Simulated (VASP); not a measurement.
# SiO2 (P2_13) in VASP: further runs, part 2 of 2

VASP 6.6.1. Earlier steps stand in the parts before.

**3. Electric field gradients, PBE**

The input, INCAR:

```
  PREC = Accurate
  ENCUT = 520
  EDIFF = 1E-8
  ISMEAR = -1
  SIGMA = 0.02
  LREAL = False
  LASPH = True
  NELM = 120
  ALGO = Normal
  ISIF = 2
  LWAVE = False
  LCHARG = False
  GGA = PE
  LEFG = True
  NBANDS = 82
  GGA_COMPAT = False
```

The input, KPOINTS:

```
Automatic mesh
0
Gamma
  4 4 4
  0.5 0.5 0.5
```

The input, POSCAR:

```
SiO2
1.0
    7.1600000000      0.0000000000      0.0000000000
    0.0000000000      7.1600000000      0.0000000000
    0.0000000000      0.0000000000      7.1600000000
Si O
8 16
Direct
    0.2807082848      0.2807082848      0.2807082848
    0.2192917152      0.7192917152      0.7807082848
    0.7807082848      0.2192917152      0.7192917152
    0.7192917152      0.7807082848      0.2192917152
    1.0205837200      1.0205837200      1.0205837200
    0.4794162800     -0.0205837200      0.5205837200
    0.5205837200      0.4794162800     -0.0205837200
   -0.0205837200      0.5205837200      0.4794162800
    0.1505389601      0.1505389601      0.1505389601
    0.3494610399      0.8494610399      0.6505389601
    0.6505389601      0.3494610399      0.8494610399
    0.8494610399      0.6505389601      0.3494610399
    0.6398190174      0.6615813758      0.0434329310
    0.8601809826      0.3384186242      0.5434329310
    0.1398190174      0.8384186242      0.9565670690
    0.3601809826      0.1615813758      0.4565670690
    0.0434329310      0.6398190174      0.6615813758
    0.5434329310      0.8601809826      0.3384186242
    0.9565670690      0.1398190174      0.8384186242
    0.4565670690      0.3601809826      0.1615813758
    0.6615813758      0.0434329310      0.6398190174
    0.3384186242      0.5434329310      0.8601809826
    0.8384186242      0.9565670690      0.1398190174
    0.1615813758      0.4565670690      0.3601809826
```

Potentials or basis: VASP PAW PBE potentials, release 64 (Si, O).

The run is started by

```
$ cat potpaw_PBE.64/Si/POTCAR potpaw_PBE.64/O/POTCAR > POTCAR
$ mpirun -np 1 vasp_std > vasp.out
```

OUTCAR:

```text
PREC = Accurate
   ENCUT = 520
   EDIFF = 1E-8
   ISMEAR = -1
   LREAL = False
   LASPH = True
   NELM = 120
   ISIF = 2
   GGA = PE

 ion  position               nearest neighbor table
   1  0.281  0.281  0.281-   9 1.61  16 1.62  20 1.62  24 1.62   7 3.10   8 3.10   6 3.10
   2  0.219  0.719  0.781-  10 1.61  15 1.62  17 1.62  22 1.62   7 3.10   8 3.10   5 3.10
   3  0.781  0.219  0.719-  11 1.61  14 1.62  19 1.62  21 1.62   6 3.10   8 3.10   5 3.10
   4  0.719  0.781  0.219-  12 1.61  13 1.62  18 1.62  23 1.62   6 3.10   7 3.10   5 3.10
   5  0.021  0.021  0.021-   9 1.61  15 1.62  19 1.62  23 1.62   3 3.10   4 3.10   2 3.10
   6  0.479  0.979  0.521-  10 1.61  16 1.62  18 1.62  21 1.62   3 3.10   4 3.10   1 3.10
   7  0.521  0.479  0.979-  11 1.61  13 1.62  20 1.62  22 1.62   2 3.10   4 3.10   1 3.10
   8  0.979  0.521  0.479-  12 1.61  14 1.62  17 1.62  24 1.62   2 3.10   3 3.10   1 3.10
   9  0.151  0.151  0.151-   5 1.61   1 1.61
  10  0.349  0.849  0.651-   6 1.61   2 1.61
  11  0.651  0.349  0.849-   7 1.61   3 1.61
  12  0.849  0.651  0.349-   8 1.61   4 1.61
  13  0.640  0.662  0.043-   4 1.62   7 1.62
  14  0.860  0.338  0.543-   3 1.62   8 1.62
[... 8 lines left out ...]
  23  0.838  0.957  0.140-   4 1.62   5 1.62
  24  0.162  0.457  0.360-   1 1.62   8 1.62

  LATTYP: Found a simple cubic cell.
 ALAT       =     7.1600000000

  Lattice vectors:

 A1 = (   7.1600000000,   0.0000000000,   0.0000000000)
[... 579 lines left out ...]

 Electric field gradients (V/A^2)
---------------------------------------------------------------------
 ion       V_xx      V_yy      V_zz      V_xy      V_xz      V_yz
---------------------------------------------------------------------
   1      -0.000    -0.000    -0.000     2.048     2.048     2.048
   2      -0.000     0.000    -0.000     2.048    -2.048    -2.048
   3      -0.000    -0.000     0.000    -2.048    -2.048     2.048
   4      -0.000     0.000    -0.000    -2.048     2.048    -2.048
   5      -0.000     0.000     0.000    -0.866    -0.866    -0.866
   6       0.000    -0.000    -0.000    -0.866     0.866     0.866
[... 16 lines left out ...]
  23      19.890     2.463   -22.353    49.904   -49.321   -33.819
  24      19.890     2.463   -22.353   -49.904   -49.321    33.819
---------------------------------------------------------------------

 Electric field gradients after diagonalization (V/A^2)
 (convention: |V_zz| > |V_xx| > |V_yy|)
----------------------------------------------------------------------
 ion       V_xx      V_yy      V_zz     asymmetry (V_yy - V_xx)/ V_zz
----------------------------------------------------------------------
   1      -2.048    -2.048     4.096       0.000
   2      -2.048    -2.048     4.096       0.000
   3      -2.048    -2.048     4.096       0.000
   4      -2.048    -2.048     4.096       0.000
   5       0.866     0.866    -1.733       0.000
   6       0.866     0.866    -1.733       0.000
[... 16 lines left out ...]
  23     -54.909   -37.784    92.693       0.185
  24     -54.909   -37.784    92.693       0.185
----------------------------------------------------------------------

           NMR quadrupolar parameters

 Cq : quadrupolar parameter    Cq=e*Q*V_zz/h
 eta: asymmetry parameters     (V_yy - V_xx)/ V_zz
 Q  : nuclear electric quadrupole moment in mb (millibarn)
----------------------------------------------------------------------
 ion       Cq(MHz)       eta       Q (mb)
----------------------------------------------------------------------
   1       0.010       0.000       1.000
   2       0.010       0.000       1.000
   3       0.010       0.000       1.000
   4       0.010       0.000       1.000
   5      -0.004       0.000       1.000
   6      -0.004       0.000       1.000
[... 16 lines left out ...]
  23       0.224       0.185       1.000
  24       0.224       0.185       1.000
----------------------------------------------------------------------
```

OSZICAR:

```text
N       E                     dE             d eps       ncg     rms          rms(c)
DAV:   1     0.892077542581E+03    0.89208E+03   -0.65261E+04   656   0.141E+03
DAV:   2    -0.137448082473E+03   -0.10295E+04   -0.10009E+04   826   0.333E+02
DAV:   3    -0.214568080226E+03   -0.77120E+02   -0.76770E+02   792   0.985E+01
DAV:   4    -0.215802531595E+03   -0.12345E+01   -0.12316E+01   800   0.135E+01
DAV:   5    -0.215830822734E+03   -0.28291E-01   -0.28266E-01   792   0.194E+00    0.411E+01
DAV:   6    -0.189790928469E+03    0.26040E+02   -0.11116E+02   768   0.349E+01    0.190E+01
DAV:   7    -0.189818999580E+03   -0.28071E-01   -0.30306E+00   824   0.532E+00    0.712E+00
DAV:   8    -0.189792953516E+03    0.26046E-01   -0.15052E-01   784   0.177E+00    0.274E+00
DAV:   9    -0.189814689631E+03   -0.21736E-01   -0.80701E-02   736   0.126E+00    0.550E-01
DAV:  10    -0.189820809354E+03   -0.61197E-02   -0.10300E-02   736   0.361E-01    0.180E-01
DAV:  11    -0.189820602193E+03    0.20716E-03   -0.27521E-03   800   0.200E-01    0.246E-02
DAV:  12    -0.189820635273E+03   -0.33080E-04   -0.13684E-04   768   0.532E-02    0.253E-02
DAV:  13    -0.189820641941E+03   -0.66680E-05   -0.19821E-05   792   0.196E-02    0.181E-02
DAV:  14    -0.189820643844E+03   -0.19032E-05   -0.10766E-05   736   0.157E-02    0.653E-03
DAV:  15    -0.189820643817E+03    0.27181E-07   -0.23196E-06   784   0.661E-03    0.182E-03
DAV:  16    -0.189820643817E+03    0.40018E-10   -0.34478E-07   768   0.253E-03    0.102E-03
DAV:  17    -0.189820643764E+03    0.52700E-07   -0.78997E-08   744   0.105E-03    0.360E-04
DAV:  18    -0.189820643763E+03    0.12897E-08   -0.13942E-09   520   0.193E-04
   1 F= -.18982064E+03 E0= -.18982064E+03  d E =-.240729E-11
```

stdout:

```text
POSCAR found type information on POSCAR SiO
 POSCAR found :  2 types and      24 ions
 scaLAPACK will be used
 -----------------------------------------------------------------------------
|                                                                             |
|                                                                             |
[... 16 lines left out ...]

ion   2

ion   3
[... 118 lines left out ...]
ion  22
     0.0000293    11.1959053     7.6466299     4.3689960   -11.1350277    -1.9246290
     0.0000403    11.1959052     7.6466299     4.3689960   -11.1350276    -1.9246290
     0.0000555    11.1959050     7.6466297     4.3689959   -11.1350274    -1.9246290
     0.0000765    11.1959047     7.6466295     4.3689958   -11.1350271    -1.9246289

     0.0000293    40.6330228    27.5934329    15.7315426   -40.0805577    -7.0911475
     0.0000403    40.6330154    27.5934279    15.7315398   -40.0805504    -7.0911462
     0.0000555    40.6330026
```

It took 6.9 min on 1 thread of Intel Xeon 8259CL, shared host; peak memory 0.43 GiB.

Results:

* Free energy: -189.8206 eV
* Pressure: 0.9 GPa
* Largest force: 0.018 eV/Å
* Band gap on the k mesh: 5.92 eV
* Largest electric field gradient by atom: Si +4.1, -1.7 (each value once); O +101.0, +92.7 (each value once) V/Å²

Forces on the atoms (eV/Å):
```
Si   0.009  0.009  0.009
Si  -0.009 -0.009  0.009
Si   0.009 -0.009 -0.009
Si  -0.009  0.009 -0.009
Si   0.006  0.006  0.006
Si  -0.006 -0.006  0.006
Si   0.006 -0.006 -0.006
Si  -0.006  0.006 -0.006
O    0.004  0.004  0.004
O   -0.004 -0.004  0.004
O    0.004 -0.004 -0.004
O   -0.004  0.004 -0.004
O    0.002  0.010 -0.014
O   -0.002 -0.010 -0.014
O    0.002 -0.010  0.014
O   -0.002  0.010  0.014
O   -0.014  0.002  0.010
O   -0.014 -0.002 -0.010
O    0.014  0.002 -0.010
O    0.014 -0.002  0.010
O    0.010 -0.014  0.002
O   -0.010 -0.014 -0.002
O   -0.010  0.014  0.002
O    0.010  0.014 -0.002
```

Levels at points of the mesh, in eV from the valence-band top:
```tsv
k point	band 60	band 61	band 62	band 63	band 64	band 65	band 66	band 67	band 68	band 69
(0.12, 0.12, 0.12)	-0.37	-0.37	-0.11	-0.08	0.00	5.92	8.41	8.43	8.48	8.99
```

Electric field gradients, principal values (V/Å²):
| atom | least | middle | greatest (by size) |
| --- | --- | --- | --- |
| 1 Si | -2.048 | -2.048 | 4.096 |
| 2 Si | -2.048 | -2.048 | 4.096 |
| 3 Si | -2.048 | -2.048 | 4.096 |
| 4 Si | -2.048 | -2.048 | 4.096 |
| 5 Si | 0.866 | 0.866 | -1.733 |
| 6 Si | 0.866 | 0.866 | -1.733 |
| 7 Si | 0.866 | 0.866 | -1.733 |
| 8 Si | 0.866 | 0.866 | -1.733 |
| 9 O | -50.502 | -50.502 | 101.004 |
| 10 O | -50.502 | -50.502 | 101.004 |
| 11 O | -50.502 | -50.502 | 101.004 |
| 12 O | -50.502 | -50.502 | 101.004 |
| 13 O | -37.784 | -54.909 | 92.693 |
| 14 O | -37.784 | -54.909 | 92.693 |
| 15 O | -37.784 | -54.909 | 92.693 |
| 16 O | -37.784 | -54.909 | 92.693 |
| 17 O | -37.784 | -54.909 | 92.693 |
| 18 O | -37.784 | -54.909 | 92.693 |
| 19 O | -37.784 | -54.909 | 92.693 |
| 20 O | -37.784 | -54.909 | 92.693 |
| 21 O | -37.784 | -54.909 | 92.693 |
| 22 O | -37.784 | -54.909 | 92.693 |
| 23 O | -37.784 | -54.909 | 92.693 |
| 24 O | -37.784 | -54.909 | 92.693 |

Caveat: without QUAD_EFG the Cq values of the log hold for a quadrupole moment of 1 mb, not for the nuclei; a shifted mesh leaves out Γ, where band edges can lie. A k mesh can miss the band edges.
